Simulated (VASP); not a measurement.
# MgS in VASP: settings compared, part 2 of 2

VASP 6.6.1. Earlier steps stand in the parts before.

**3. Single point, PBEsol**

This run uses another cell than the first one, of 22.56 Å³/atom.

File INCAR:

```
PREC = Accurate
ENCUT = 600
EDIFF = 1E-6
ISMEAR = -1
SIGMA = 0.05
LREAL = F
LASPH = T
NELM = 120
ALGO = Normal
ISIF = 2
LWAVE = F
LCHARG = T
GGA = PS
LELF = T
LVHAR = T
NBANDS = 26
GGA_COMPAT = F
```

File KPOINTS:

```
regular mesh
0
Gamma
  6 6 2
```

File POSCAR:

```
MgS
1.0
    4.0083439448      0.0031985288     -0.0007503257
   -2.0014575242      3.4727702646      0.0010456528
   -0.0023162219      0.0025594668     12.9604284163
Mg S
4 4
Direct
   -0.0146048030     -0.0188085045      0.0065051647
    0.3199095501      0.6464023065      0.2574581212
   -0.0127258600     -0.0205191102      0.5064857170
    0.6524108713      0.3150216118      0.7574568626
   -0.0137353649     -0.0198975121      0.1958472720
    0.3208536423      0.6459558837      0.4461599986
   -0.0139723983     -0.0185614369      0.6958265513
    0.6517115941      0.3148599863      0.9461817020
```

Potentials or basis: VASP PAW PBE potentials, release 64 (Mg, S).

Command:

```console
cat potpaw_PBE.64/Mg/POTCAR potpaw_PBE.64/S/POTCAR > POTCAR
mpirun -np 1 vasp_std > vasp.out
```

OUTCAR:

```text
PREC = Accurate
   ENCUT = 600
   EDIFF = 1E-6
   ISMEAR = -1
   LREAL = F
   LASPH = T
   NELM = 120
   ISIF = 2
   GGA = PS

 ion  position               nearest neighbor table
   1  0.985  0.981  0.007-   8 2.44   8 2.44   8 2.44   5 2.45
   2  0.320  0.646  0.257-   6 2.45   5 2.45   5 2.45   5 2.45
   3  0.987  0.979  0.506-   6 2.44   6 2.44   6 2.44   7 2.45
   4  0.652  0.315  0.757-   8 2.45   7 2.45   7 2.45   7 2.45
   5  0.986  0.980  0.196-   2 2.45   2 2.45   2 2.45   1 2.45
   6  0.321  0.646  0.446-   3 2.44   3 2.44   3 2.44   2 2.45
[... 932 lines left out ...]
  Total       -0.0635495     -0.0842124     -0.0669953     -0.0184609     -0.0072367      0.0058940
  in kB       -0.5641088     -0.7475265     -0.5946954     -0.1638715     -0.0642378      0.0523195
  external PRESSURE =      -0.6354436 kB  Pullay stress =       0.0000000 kB

 VOLUME and BASIS-vectors are now :
 -----------------------------------------------------------------------------
  energy-cutoff  :      600.00
  volume of cell :      180.49
      direct lattice vectors                 reciprocal lattice vectors
     4.008343945  0.003198529 -0.000750326     0.249364911  0.143716176  0.000016184
    -2.001457524  3.472770265  0.001045653    -0.000229683  0.287822194 -0.000056881
    -0.002316222  0.002559467 12.960428416     0.000014455 -0.000014901  0.077157949

 POSITION                                       TOTAL-FORCE (eV/Angst)
 -----------------------------------------------------------------------------------
      1.98597      3.41062      0.08460        -0.000014     -0.000730      0.000938
     -0.01204      2.24649      3.33720        -0.000090      0.000590     -0.000885
      1.99577      3.40597      6.56456        -0.001948      0.001321      0.000888
      1.98283      1.09802      9.81681         0.001218     -0.001549     -0.000205
      1.99120      3.40733      2.53855        -0.000332      0.000362      0.000460
     -0.00779      2.24542      5.78286        -0.002355      0.001288     -0.000454
      1.98642      3.41325      9.01850         0.000902     -0.001040      0.001495
      1.97991      1.09794     12.26276         0.002620     -0.000242     -0.002238
 -----------------------------------------------------------------------------------
    total drift:                               -0.000082      0.000039      0.000940

  FREE ENERGIE OF THE ION-ELECTRON SYSTEM (eV)
  ---------------------------------------------------
  free  energy   TOTEN  =       -35.7064129373 eV

  energy  without entropy=      -35.7064129373  energy(sigma->0) =      -35.70641294
```

Run time: 5.7 min. Hardware: 1 thread of Intel Xeon 8259CL, shared host; peak memory 0.43 GiB.

Results:

| Property | Result |
| --- | --- |
| Free energy | -35.7064 eV |
| Pressure | -0.1 GPa |
| Largest force | 0.003 eV/Å |
| Band gap on the k mesh | 3.32 eV |

Forces on the atoms (eV/Å):
```
Mg   0.000 -0.001  0.001
Mg   0.000  0.001 -0.001
Mg  -0.002  0.001  0.001
Mg   0.001 -0.002  0.000
S    0.000  0.000  0.000
S   -0.002  0.001  0.000
S    0.001 -0.001  0.001
S    0.003  0.000 -0.002
```

Levels at points of the mesh, in eV from the valence-band top:
```tsv
k point	band 14	band 15	band 16	band 17	band 18	band 19
(0.00, 0.00, 0.00)	-0.07	-0.06	0.00	3.32	4.76	4.82
(0.50, 0.00, 0.00)	-0.76	-0.49	-0.39	4.00	4.23	5.18
(0.00, 0.50, 0.00)	-0.76	-0.49	-0.39	4.00	4.23	5.18
(0.50, 0.50, 0.00)	-0.77	-0.48	-0.40	3.99	4.23	5.17
(0.00, 0.00, 0.50)	-0.13	-0.12	-0.12	4.00	4.00	4.91
(0.50, 0.00, 0.50)	-0.78	-0.52	-0.52	4.34	4.34	5.09
(0.00, 0.50, 0.50)	-0.78	-0.52	-0.52	4.34	4.34	5.09
(0.50, 0.50, 0.50)	-0.77	-0.53	-0.53	4.33	4.33	5.08
```

Caveat: the PAW data sets were made with another functional, which shifts forces and pressure a little.

**4. Single point, r2SCAN+rVV10**

This run uses another cell than the first one, of 22.52 Å³/atom.

File POSCAR:

```
MgS
1.0
    4.0060172386      0.0000000000      0.0000000000
   -2.0030086193      3.4693126966      0.0000000000
    0.0000000000      0.0000000000     12.9636580320
Mg S
4 4
Direct
    0.0000000000      0.0000000000     -0.0011388317
    0.3333333333      0.6666666667      0.2497552255
    0.0000000000      0.0000000000      0.4988611683
    0.6666666667      0.3333333333      0.7497552255
    0.0000000000      0.0000000000      0.1880351759
    0.3333333333      0.6666666667      0.4383484303
    0.0000000000      0.0000000000      0.6880351759
    0.6666666667      0.3333333333      0.9383484303
```

File INCAR.step1:

```
SYSTEM = MgS
PREC     = Accurate       ! precision mode
ENCUT    = 660            ! plane-wave cutoff, eV
ISMEAR   = -1             ! smearing method
SIGMA    = 0.03           ! smearing width, eV
LREAL    = .False.        ! projectors in reciprocal space
LASPH    = .True.         ! aspherical terms in the spheres
NELM     = 120            ! most SCF steps
NBANDS   = 26             ! bands
GGA      = PE             ! functional
ALGO     = Normal         ! electronic algorithm
EDIFF    = 1E-5           ! SCF threshold, eV
LWAVE    = .True.         ! write WAVECAR
LCHARG   = .False.        ! write CHGCAR
GGA_COMPAT= .False.
```

File INCAR.step2:

```
SYSTEM = MgS
PREC     = Accurate       ! precision mode
ENCUT    = 660            ! plane-wave cutoff, eV
EDIFF    = 1E-6           ! SCF threshold, eV
ISMEAR   = -1             ! smearing method
SIGMA    = 0.03           ! smearing width, eV
LREAL    = .False.        ! projectors in reciprocal space
LASPH    = .True.         ! aspherical terms in the spheres
NELM     = 120            ! most SCF steps
ALGO     = Normal         ! electronic algorithm
ISIF     = 2              ! what is computed and relaxed
LWAVE    = .False.        ! write WAVECAR
LCHARG   = .False.        ! write CHGCAR
METAGGA  = R2SCAN         ! meta-GGA
LMIXTAU  = .True.       
LUSE_VDW = .True.       
IVDW_NL  = 2            
BPARAM   = 11.95        
CPARAM   = 0.0093       
NBANDS   = 26             ! bands
ISTART   = 1            
GGA_COMPAT= .False.
```

File KPOINTS:

```
regular mesh
0
Gamma
  12 12 2
  0 0 0
```

Command:

```console
cat potpaw_PBE.64/Mg/POTCAR potpaw_PBE.64/S/POTCAR > POTCAR
cp INCAR.step1 INCAR
mpirun -np 1 vasp_std > vasp.out
cp INCAR.step2 INCAR
mpirun -np 1 vasp_std > vasp.out
```

Wall time 40 min (1 thread of Intel Xeon 8259CL, shared host); peak memory 1.1 GiB.

It converged, with:

```yaml
Free_energy: -60.7070 eV
Pressure: -0.3 GPa
Largest_force: 0.007 eV/Å
Band_gap_on_the_k_mesh: 4.10 eV
```

Forces on the atoms (eV/Å):
```
Mg   0.000  0.000  0.007
Mg   0.000  0.000  0.002
Mg   0.000  0.000  0.007
Mg   0.000  0.000  0.002
S    0.000  0.000 -0.004
S    0.000  0.000 -0.004
S    0.000  0.000 -0.004
S    0.000  0.000 -0.004
```

Levels at points of the mesh, in eV from the valence-band top:
```
           k point  band 13  band 14  band 15  band 16  band 17  band 18  band 19  band 20
(0.00, 0.00, 0.00)    -0.24    -0.06    -0.06     0.00     4.10     5.52     5.58     5.69
(0.50, 0.00, 0.00)    -0.79    -0.77    -0.48    -0.39     4.56     4.83     5.91     5.99
(0.00, 0.00, 0.50)    -0.12    -0.12    -0.12    -0.12     4.75     4.75     5.67     5.67
(0.50, 0.00, 0.50)    -0.76    -0.76    -0.52    -0.52     4.89     4.89     5.76     5.76
```

Caveat: the PAW data sets were made with another functional, which shifts forces and pressure a little.

**5. Summary**

```tsv
task	level	cell	k mesh	cutoff (eV)	smearing	gap on the mesh (eV)	pressure (GPa)	largest force (eV/Å)
relaxation of cell and atoms	PBEsol	relaxed from a = 3.831, b = 3.831, c = 12.510 Å, angles 90.0, 90.0, 120.0°, 8 atoms, atomic positions A	6 × 6 × 2	600	fermi-dirac 0.03 eV	3.33	0.0	0.01
single point	PBEsol	a = 4.008, b = 4.008, c = 12.960 Å, angles 90.0, 90.0, 119.9°, 8 atoms, atomic positions B	6 × 6 × 2	600	fermi-dirac 0.05 eV	3.32	-0.1	-
single point	r2SCAN+rVV10	a = 4.006, b = 4.006, c = 12.964 Å, angles 90.0, 90.0, 120.0°, 8 atoms, atomic positions C	12 × 12 × 2	660	fermi-dirac 0.03 eV	4.10	-0.3	0.01
```

Alike in all rows: potentials or basis VASP PAW PBE potentials, release 64 (Mg, S); no spin polarisation.

Caveats: the PAW data sets were made with another functional, which shifts forces and pressure a little.

Total energies depend on the potentials used, so only differences within one code and one set of settings carry meaning.
